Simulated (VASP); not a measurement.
# Se: single point with PBEsol

Se:

```xyz
1
Lattice="1.8857 1.0887 0.8637 -1.8857 1.0887 0.8637 0.0000 -2.1774 0.8637" Properties=species:S:1:pos:R:3 pbc="T T T"
Se    0.0000    0.0000    0.0000
```

```json
{"Program": "VASP 6.6.1", "Task": "single point", "Functional": "PBEsol", "Potentials or basis": "VASP PAW PBE potentials, release 64 (Se)", "Cutoff": "520 eV", "k mesh": "13 × 13 × 13", "Occupations": "fermi-dirac, width 0.02 eV", "Spin": "no spin polarisation"}
```

- Pressure: 193.9 GPa
- Band gap on the k mesh: zero (band 3 reaches 24.44 eV, above the bottom of band 4 at 8.31 eV)

Stress tensor (GPa, compression positive):
```
199.21   0.00   0.00
  0.00 199.21   0.00
  0.00   0.00 183.21
```

Levels at points of the mesh, in eV from the Fermi level:
| k point | band 1 | band 2 | band 3 | band 4 | band 5 | band 6 |
| --- | --- | --- | --- | --- | --- | --- |
| (0.00, 0.00, 0.00) | -24.85 | 5.95 | 8.32 | 8.32 | 12.47 | 12.47 |

Wall time 29 s on 1 thread of Intel Xeon 8259CL, with other jobs on the host, peak memory 0.13 GiB.

Caveat: the PAW data sets were made with another functional, which shifts forces and pressure a little.
